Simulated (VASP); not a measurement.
# Si2W (P6_222) in VASP: further runs

Si2W is run at these levels: PBE; tasks: single point.

All numbers are computed with VASP 6.6.1; they aren't measurements. Logs are shortened: lines on timing, memory, paths and dates and some standing lists are left out, and cuts for length are marked.

## 1. The cell of the first run

It takes space group P6_222 (No. 180, hexagonal). The conventional cell has a = 4.614 Å, b = 4.614 Å, c = 6.647 Å, α = 90.00°, β = 90.00°, γ = 120.00°. Within 3.3 Å of Si (site symmetry 2) lie 5 W at 2.49 to 2.76 Å and 7 Si at 2.51 to 3.02 Å. W (site symmetry 222) has 10 Si at 2.49 to 2.76 Å and 4 W at 3.20 Å within 3.3 Å.

## 2. Single point, PBE (c/a of the conventional cell at fixed volume 1.4405)

Contents of INCAR:

```
SYSTEM = Si2W
  ALGO = Normal
  EDIFF = 1E-7
  ENCUT = 520
  GGA = PE
  ISIF = 2
  ISMEAR = 0
  LASPH = .TRUE.
  LCHARG = .FALSE.
  LREAL = .FALSE.
  LWAVE = .FALSE.
  NBANDS = 43
  NELM = 100
  PREC = Accurate
  SIGMA = 0.03
```

Contents of KPOINTS:

```
k-points
0
G
  9 9 6
  0 0 0
```

Contents of POSCAR:

```
Si2W
1.0
    4.6143995253      0.0000000000      0.0000000000
   -2.3071997627      3.9961872121      0.0000000000
    0.0000000000      0.0000000000      6.6468916183
Si W
6 3
Direct
    0.8113193831      0.6226387663      0.5000000000
    0.1886806169      0.8113193831      0.8333333333
    0.6226387663      0.8113193831      0.1666666667
    0.1886806169      0.3773612337      0.5000000000
    0.8113193831      0.1886806169      0.8333333333
    0.3773612337      0.1886806169      0.1666666667
    0.0000000000      0.5000000000      0.1666666667
    0.5000000000      0.5000000000      0.8333333333
    0.5000000000      0.0000000000      0.5000000000
```

Potentials or basis: VASP PAW PBE potentials, release 64 (Si, W_sv).

Command:

```console
$ cat potpaw_PBE.64/Si/POTCAR potpaw_PBE.64/W_sv/POTCAR > POTCAR
$ mpirun -np 1 vasp_std > vasp.out
```

OUTCAR:

```text
SYSTEM = Si2W
   EDIFF = 1E-7
   ENCUT = 520
   GGA = PE
   ISIF = 2
   ISMEAR = 0
   LASPH = .TRUE.
   LREAL = .FALSE.
   NELM = 100
   PREC = Accurate

 ion  position               nearest neighbor table
   1  0.811  0.623  0.500-   9 2.49   4 2.51   4 2.51   8 2.55   7 2.55   3 2.68   2 2.68   9 2.76
                             9 2.76   6 2.99   5 2.99   4 3.02
   2  0.189  0.811  0.833-   8 2.49   5 2.51   5 2.51   9 2.55   7 2.55   1 2.68   6 2.68   8 2.76
                             8 2.76   4 2.99   3 2.99   5 3.02
   3  0.623  0.811  0.167-   7 2.49   6 2.51   6 2.51   9 2.55   8 2.55   1 2.68   5 2.68   7 2.76
                             7 2.76   4 2.99   2 2.99   6 3.02
   4  0.189  0.377  0.500-   9 2.49   1 2.51   1 2.51   8 2.55   7 2.55   6 2.68   5 2.68   9 2.76
                             9 2.76   3 2.99   2 2.99   1 3.02
   5  0.811  0.189  0.833-   8 2.49   2 2.51   2 2.51   9 2.55   7 2.55   4 2.68   3 2.68   8 2.76
                             8 2.76   1 2.99   6 2.99   2 3.02
   6  0.377  0.189  0.167-   7 2.49   3 2.51   3 2.51   9 2.55   8 2.55   4 2.68   2 2.68   7 2.76
                             7 2.76   1 2.99   5 2.99   3 3.02
   7  0.000  0.500  0.167-   3 2.49   6 2.49   4 2.55   1 2.55   5 2.55   2 2.55   6 2.76   3 2.76
                             3 2.76   6 2.76   9 3.20   9 3.20   8 3.20   8 3.20
   8  0.500  0.500  0.833-   2 2.49   5 2.49   4 2.55   1 2.55   3 2.55   6 2.55   2 2.76   5 2.76
                             2 2.76   5 2.76   9 3.20   9 3.20   7 3.20   7 3.20
   9  0.500  0.000  0.500-   1 2.49   4 2.49   5 2.55   2 2.55   6 2.55   3 2.55   4 2.76   1 2.76
                             4 2.76   1 2.76   7 3.20   7 3.20   8 3.20   8 3.20

  LATTYP: Found a hexagonal cell.
 ALAT       =     4.6143995253
 C/A-ratio  =     1.4404672985

  Lattice vectors:

 A1 = (   4.6143995253,   0.0000000000,   0.0000000000)
 A2 = (  -2.3071997627,   3.9961872121,   0.0000000000)
 A3 = (   0.0000000000,   0.0000000000,   6.6468916183)

Analysis of symmetry for initial positions (statically):
=====================================================================
 Subroutine PRICEL returns:
 Original cell was already a primitive cell.

 Routine SETGRP: Setting up the symmetry group for a
 hexagonal supercell.

 Subroutine GETGRP returns: Found 12 space group operations
 (whereof  4 operations were pure point group operations)
 out of a pool of 24 trial point group operations.

The static configuration has the point symmetry D_2 .
 The point group associated with its full space group is D_6 .

Analysis of symmetry for dynamics (positions and initial velocities):
=====================================================================
 Subroutine PRICEL returns:
 Original cell was already a primitive cell.

 Routine SETGRP: Setting up the symmetry group for a
 hexagonal supercell.

 Subroutine GETGRP returns: Found 12 space group operations
 (whereof  4 operations were pure point group operations)
 out of a pool of 24 trial point group operations.

The dynamic configuration has the point symmetry D_2 .
 The point group associated with its full space group is D_6 .

 Subroutine INISYM returns: Found 12 space group operations
 (whereof  4 operations are pure point group operations),
 and found     1 'primitive' translations

----------------------------------------------------------------------------------------

                                     Primitive cell

  volume of cell :     122.5687

  direct lattice vectors                    reciprocal lattice vectors
     4.614399525  0.000000000  0.000000000     0.216712921  0.125119263  0.000000000
    -2.307199763  3.996187212  0.000000000     0.000000000  0.250238527  0.000000000
     0.000000000  0.000000000  6.646891618     0.000000000  0.000000000  0.150446262

  length of vectors
     4.614399525  4.614399525  6.646891618     0.250238527  0.250238527  0.150446262

  position of ions in fractional coordinates (direct lattice)
     0.811319383  0.622638766  0.500000000
     0.188680617  0.811319383  0.833333333
     0.622638766  0.811319383  0.166666667
     0.188680617  0.377361234  0.500000000
     0.811319383  0.188680617  0.833333333
     0.377361234  0.188680617  0.166666667
     0.000000000  0.500000000  0.166666667
     0.500000000  0.500000000  0.833333333
     0.500000000  0.000000000  0.500000000

  ion indices of the primitive-cell ions
   primitive index   ion index
                 1           1
                 2           2
                 3           3
                 4           4
                 5           5
                 6           6
                 7           7
                 8           8
                 9           9

----------------------------------------------------------------------------------------

 KPOINTS: k-points

Automatic generation of k-mesh.
 Grid dimensions read from file:
 generate k-points for:    9    9    6

 Generating k-lattice:

  Cartesian coordinates                     Fractional coordinates (reciprocal lattice)
     0.024079213  0.013902140  0.000000000     0.111111111  0.000000000  0.000000000
     0.000000000  0.027804281  0.000000000     0.000000000  0.111111111  0.000000000
     0.000000000  0.000000000  0.025074377     0.000000000  0.000000000  0.166666667

  Length of vectors
     0.027804281  0.027804281  0.025074377

  Shift w.r.t. Gamma in fractional coordinates (k-lattice)
     0.000000000  0.000000000  0.000000000

 Subroutine IBZKPT returns following result:
 ===========================================

 Found     48 irreducible k-points:

 Following reciprocal coordinates:
            Coordinates               Weight
  0.000000  0.000000  0.000000      1.000000
  0.111111 -0.000000  0.000000      6.000000
  0.222222 -0.000000  0.000000      6.000000
  0.333333  0.000000  0.000000      6.000000
  0.444444 -0.000000  0.000000      6.000000
  0.111111  0.111111  0.000000      6.000000
[... 16 lines left out ...]
  0.333333  0.222222  0.166667     24.000000
  0.333333  0.333333  0.166667      4.000000
 [... further k-points ...]
   k-points           NKPTS =     48   k-points in BZ     NKDIM =     48   number of bands    NBANDS=     43
   number of dos      NEDOS =    301   number of ions     NIONS =      9
[... 12 lines left out ...]
   LSORBIT =      F    spin-orbit coupling
   LASPH  =      T    aspherical Exc in radial PAW
   ENCUT  =  520.0 eV  38.22 Ry    6.18 a.u.   8.58  8.58 12.36*2*pi/ulx,y,z
   NELM   =    100;   NELMIN=  2; NELMDL= -5     # of ELM steps
   EDIFF  = 0.1E-06   stopping-criterion for ELM
   LREAL  =      F    real-space projection
   EDIFFG = 0.1E-05   stopping-criterion for IOM
   NSW    =      0    number of steps for IOM
   IBRION =     -1    ionic relax: 0-MD 1-quasi-New 2-CG
   NFREE  =      0    steps in history (QN), initial steepest desc. (CG)
   ISIF   =      2    stress and relaxation
   ISYM   =      2    0-nonsym 1-usesym 2-fastsym
   POTIM  = 0.5000    time-step for ionic-motion
   TEBEG  =    0.0;   TEEND  =   0.0 temperature during run
   PSTRESS=    0.0 pullay stress
   NELECT =      66.0000    total number of electrons
   NUPDOWN=      -1.0000    fix difference up-down
   EMIN   =  10.00;   EMAX   =-10.00  energy-range for DOS
   EFERMI =   0.00;   METHOD = LEGACY
   ISMEAR =     0;   SIGMA  =   0.03  broadening in eV -4-tet -1-fermi 0-gaus
   EFERMI_NEDOS =   21; number of points for ismear=-14 and -15
   IALGO  =     38    algorithm
   IMIX   =      4    mixing-type and parameters
     AMIX     =   0.40;   BMIX     =  1.00
     AMIX_MAG =   1.60;   BMIX_MAG =  1.00
  volume/ion in A,a.u.               =      13.62        91.90
  Fermi-wavevector in a.u.,A,eV,Ry     =   1.331873  2.516876 24.135194  1.773887
  Thomas-Fermi vector in A             =   2.460851
   LORBIT       =      0    0 simple, 1 ext, 2 COOP (PROOUT), +10 PAW based schemes
   GGA     = PE    functional components
   LHFCALC =     F    Hartree Fock is set to
   AEXX    =    0.0000 exact exchange contribution
   IVDW    =     0    specifies the selected vdW correction
   LEPSILON=     F    determine dielectric tensor
   LRPA    =     F    only Hartree local field effects (RPA)
 non-spin polarized calculation
 Gauss-broadening in eV      SIGMA  =   0.03
  energy-cutoff  :      520.00
  volume of cell :      122.57
 maximum number of plane-waves:      3325
 NGX is ok and might be reduce to    36
   NGX = 17   NGY = 17   NGZ = 25

 number of electron      66.0000006 magnetization

 Free energy of the ion-electron system (eV)
  ---------------------------------------------------
  ext. energy  EPLUGINS =         0.00000000
  ---------------------------------------------------
  free energy    TOTEN  =       -72.03070281 eV

  energy without entropy =      -72.03070281  energy(sigma->0) =      -72.03070281

 E-fermi :  12.1225     XC(G=0): -12.4480

 val. band max:       11.9765201235   @ k =   0.4444  -0.0000   0.5000
 cond. band min:      12.4265146675   @ k =   0.2222  -0.0000   0.3333
 fundamental gap:      0.4499945440
 Fermi energy:        12.1224989509

 k-point     1 :       0.0000    0.0000    0.0000
  band No.  band energies     occupation
      1     -61.9546      2.00000
      2     -61.9423      2.00000
      3     -61.9423      2.00000
      4     -26.4452      2.00000
      5     -26.4090      2.00000
      6     -26.4090      2.00000
[... 35 lines left out ...]
     42      15.4669      0.00000
     43      15.9622      0.00000

 k-point     2 :       0.1111   -0.0000    0.0000
  band No.  band energies     occupation
      1     -61.9542      2.00000
      2     -61.9426      2.00000
      3     -61.9422      2.00000
      4     -26.4492      2.00000
      5     -26.4114      2.00000
      6     -26.4075      2.00000
[... 35 lines left out ...]
     42      15.6984      0.00000
     43      16.0090      0.00000

 k-point     3 :       0.2222   -0.0000    0.0000
  band No.  band energies     occupation
      1     -61.9533      2.00000
      2     -61.9435      2.00000
      3     -61.9422      2.00000
      4     -26.4574      2.00000
      5     -26.4170      2.00000
      6     -26.4060      2.00000
[... 35 lines left out ...]
     42      15.9613      0.00000
     43      16.1419      0.00000

 k-point     4 :       0.3333    0.0000    0.0000
  band No.  band energies     occupation
      1     -61.9519      2.00000
      2     -61.9448      2.00000
      3     -61.9422      2.00000
      4     -26.4647      2.00000
      5     -26.4228      2.00000
      6     -26.4064      2.00000
[... 863 lines left out ...]
     42      15.4458      0.00000
     43      15.6522      0.00000

 k-point    23 :       0.3333    0.2222    0.1667
  band No.  band energies     occupation
      1     -61.9499      2.00000
      2     -61.9466      2.00000
      3     -61.9424      2.00000
      4     -26.4627      2.00000
      5     -26.4460      2.00000
      6     -26.3868      2.00000
[... 35 lines left out ...]
     42      15.2568      0.00000
     43      15.5445      0.00000

 k-point    24 :       0.3333    0.3333    0.1667
  band No.  band energies     occupation
      1     -61.9494      2.00000
      2     -61.9470      2.00000
      3     -61.9425      2.00000
      4     -26.4630      2.00000
      5     -26.4470      2.00000
      6     -26.3880      2.00000
[... 35 lines left out ...]
     42      15.1009      0.00000
     43      15.6773      0.00000

 [... further k-points ...]

------------------------ aborting loop because EDIFF is reached ----------------------------------------

  FORCE on cell =-STRESS in cart. coord.  units (eV):
  Direction    XX          YY          ZZ          XY          YZ          ZX
  --------------------------------------------------------------------------------------
  -------------------------------------------------------------------------------------
  Total        5.4268634      5.4268634      3.9469865     -0.0000000     -0.0000000     -0.0000000
  in kB       70.9381491     70.9381491     51.5936913     -0.0000000     -0.0000000     -0.0000000
  external PRESSURE =      64.4899965 kB  Pullay stress =       0.0000000 kB

 VOLUME and BASIS-vectors are now :
 -----------------------------------------------------------------------------
  energy-cutoff  :      520.00
  volume of cell :      122.57
      direct lattice vectors                 reciprocal lattice vectors
     4.614399525  0.000000000  0.000000000     0.216712921  0.125119263  0.000000000
    -2.307199763  3.996187212  0.000000000     0.000000000  0.250238527  0.000000000
     0.000000000  0.000000000  6.646891618     0.000000000  0.000000000  0.150446262

 POSITION                                       TOTAL-FORCE (eV/Angst)
 -----------------------------------------------------------------------------------
      2.30720      2.48818      3.32345        -0.000000      2.881328      0.000000
     -1.00123      3.24218      5.53908        -2.495303      1.440664     -0.000000
      1.00123      3.24218      1.10782         2.495303      1.440664      0.000000
      0.00000      1.50801      3.32345         0.000000     -2.881328      0.000000
      3.30843      0.75400      5.53908         2.495303     -1.440664      0.000000
      1.30597      0.75400      1.10782        -2.495303     -1.440664      0.000000
     -1.15360      1.99809      1.10782        -0.000000      0.000000      0.000000
      1.15360      1.99809      5.53908        -0.000000      0.000000     -0.000000
      2.30720      0.00000      3.32345        -0.000000      0.000000      0.000000
 -----------------------------------------------------------------------------------
    total drift:                               -0.000000     -0.000000      0.000000

  FREE ENERGIE OF THE ION-ELECTRON SYSTEM (eV)
  ---------------------------------------------------
  free  energy   TOTEN  =       -72.0307028061 eV

  energy  without entropy=      -72.0307028061  energy(sigma->0) =      -72.03070281
```

Wall time 2.4 min (1 thread of AMD EPYC 9R45 (Zen 5), shared host); peak memory 0.33 GiB.

Results:

| Item | Value |
| --- | --- |
| Free energy | -72.0307 eV |
| Pressure | 6.4 GPa |
| Largest force | 2.881 eV/Å |
| Band gap on the k mesh | 0.45 eV, indirect (least direct gap 0.77 eV) |

Forces in eV/Å, atoms in the order of the input:
```
Si   0.000  2.881  0.000
Si  -2.495  1.441  0.000
Si   2.495  1.441  0.000
Si   0.000 -2.881  0.000
Si   2.495 -1.441  0.000
Si  -2.495 -1.441  0.000
W    0.000  0.000  0.000
W    0.000  0.000  0.000
W    0.000  0.000  0.000
```

Stress tensor (GPa, compression positive):
```
7.09 0.00 0.00
0.00 7.09 0.00
0.00 0.00 5.16
```

Caveat: spin-orbit coupling is left out, which moves the levels of the heavy elements; forces of over 1 eV/Å act on the atoms, so gaps and moduli don't describe the material at rest. A k mesh can miss the band edges.

## 3. Single point, PBE (c/a of the conventional cell at fixed volume 1.3944)

Contents of INCAR:

```
SYSTEM = Si2W
PREC = Accurate ; ENCUT = 520
EDIFF = 1E-6 ; ISMEAR = 0
SIGMA = 0.03 ; LREAL = .False.
LASPH = .True. ; NELM = 80
ALGO = Normal ; ISIF = 2
LWAVE = .False. ; LCHARG = .True.
GGA = PE ; LELF = .True.
LVHAR = .True. ; NBANDS = 43
```

Contents of KPOINTS:

```
regular mesh
0
Gamma
  9 9 6
  0 0 0
```

POSCAR, as its differences from that of step 2:

```diff
@@ -2,5 +2,5 @@
 1.0
-    4.6143995253      0.0000000000      0.0000000000
-   -2.3071997627      3.9961872121      0.0000000000
-    0.0000000000      0.0000000000      6.6468916183
+    4.6646658316      0.0000000000      0.0000000000
+   -2.3323329158      4.0397191103      0.0000000000
+    0.0000000000      0.0000000000      6.5044100356
 Si W
```

Potentials or basis: VASP PAW PBE potentials, release 64 (Si, W_sv).

Command:

```console
$ cat potpaw_PBE.64/Si/POTCAR potpaw_PBE.64/W_sv/POTCAR > POTCAR
$ mpirun -np 1 vasp_std > vasp.out
```

It took 2.1 min on 1 thread of AMD EPYC 9R45 (Zen 5), shared host; peak memory 0.32 GiB.

It converged, with:

```
Free energy            : -71.9845 eV
Pressure               : 7.3 GPa
Largest force          : 2.748 eV/Å
Band gap on the k mesh : 0.34 eV, indirect (least direct gap 0.56 eV)
```

Forces in eV/Å, atoms in the order of the input:
```
Si   0.000  2.748  0.000
Si  -2.380  1.374  0.000
Si   2.380  1.374  0.000
Si   0.000 -2.748  0.000
Si   2.380 -1.374  0.000
Si  -2.380 -1.374  0.000
W    0.000  0.000  0.000
W    0.000  0.000  0.000
W    0.000  0.000  0.000
```

Stress tensor (GPa, compression positive):
```
 4.80  0.00  0.00
 0.00  4.80  0.00
 0.00  0.00 12.41
```

Levels at points of the mesh, in eV from the valence-band top:
```csv
k point,band 31,band 32,band 33,band 34,band 35,band 36
"(0.00, 0.00, 0.00)",-2.64,-2.36,-1.18,2.17,2.17,2.23
"(0.00, 0.00, 0.50)",-1.47,-0.58,-0.58,1.24,1.91,2.05
```

Caveat: spin-orbit coupling is left out, which moves the levels of the heavy elements; forces of over 1 eV/Å act on the atoms, so gaps and moduli don't describe the material at rest. A k mesh can miss the band edges.

## 4. Single point, PBE (c/a of the conventional cell at fixed volume 1.3483)

Contents of INCAR:

```
ALGO = Normal
EDIFF = 1E-7
ENCUT = 520
GGA = PE
ISIF = 2
ISMEAR = 0
LASPH = True
LCHARG = False
LREAL = False
LWAVE = False
NBANDS = 43
NELM = 100
PREC = Accurate
SIGMA = 0.03
```

Contents of KPOINTS:

```
k-points
0
Gamma
  9 9 6
```

POSCAR, as its differences from that of step 3:

```diff
@@ -2,5 +2,5 @@
 1.0
-    4.6646658316      0.0000000000      0.0000000000
-   -2.3323329158      4.0397191103      0.0000000000
-    0.0000000000      0.0000000000      6.5044100356
+    4.7172346901      0.0000000000      0.0000000000
+   -2.3586173451      4.0852450772      0.0000000000
+    0.0000000000      0.0000000000      6.3602475327
 Si W
```

Command:

```console
$ cat potpaw_PBE.64/Si/POTCAR potpaw_PBE.64/W_sv/POTCAR > POTCAR
$ mpirun -np 1 vasp_std > vasp.out
```

It took 2.2 min on 1 thread of AMD EPYC 9R45 (Zen 5), shared host; peak memory 0.32 GiB.

It converged, with:

| Item | Value |
| --- | --- |
| Free energy | -71.7673 eV |
| Pressure | 8.9 GPa |
| Largest force | 2.617 eV/Å |
| Band gap on the k mesh | 0.10 eV, indirect (least direct gap 0.21 eV) |

Forces on the atoms (eV/Å):
```
Si   0.000  2.617  0.000
Si  -2.267  1.309  0.000
Si   2.267  1.309  0.000
Si   0.000 -2.617  0.000
Si   2.267 -1.309  0.000
Si  -2.267 -1.309  0.000
W    0.000  0.000  0.000
W    0.000  0.000  0.000
W    0.000  0.000  0.000
```

Stress tensor (GPa, compression positive):
```
 3.02  0.00  0.00
 0.00  3.02  0.00
 0.00  0.00 20.73
```

Levels at points of the mesh, in eV from the valence-band top:
```
           k point  band 29  band 30  band 31  band 32  band 33  band 34  band 35  band 36  band 37  band 38
(0.00, 0.00, 0.00)    -3.51    -3.03    -3.03    -2.79    -1.34     1.63     1.63     1.81     2.37     2.67
(0.00, 0.00, 0.50)    -3.39    -2.26    -1.86    -0.58    -0.58     1.12     1.75     1.84     1.84     2.04
```

Caveat: spin-orbit coupling is left out, which moves the levels of the heavy elements; forces of over 1 eV/Å act on the atoms, so gaps and moduli don't describe the material at rest. A k mesh can miss the band edges.

## 5. The runs side by side

| cell | gap on the mesh (eV) | pressure (GPa) | largest force (eV/Å) |
| --- | --- | --- | --- |
| a = 4.614, b = 4.614, c = 6.647 Å, angles 90.0, 90.0, 120.0°, 9 atoms | 0.45 | 6.4 | 2.88 |
| a = 4.665, b = 4.665, c = 6.504 Å, angles 90.0, 90.0, 120.0°, 9 atoms | 0.34 | 7.3 | 2.75 |
| a = 4.717, b = 4.717, c = 6.360 Å, angles 90.0, 90.0, 120.0°, 9 atoms | 0.10 | 8.9 | 2.62 |

Alike in all rows: task single point; level PBE; potentials or basis VASP PAW PBE potentials, release 64 (Si, W_sv); no spin polarisation; k mesh 9 × 9 × 6; cutoff (eV) 520; smearing gaussian 0.03 eV.

Caveats: spin-orbit coupling is left out, which moves the levels of the heavy elements; forces of over 1 eV/Å act on the atoms, so gaps and moduli don't describe the material at rest.

Absolute energies hang on the potentials; compare differences alone.
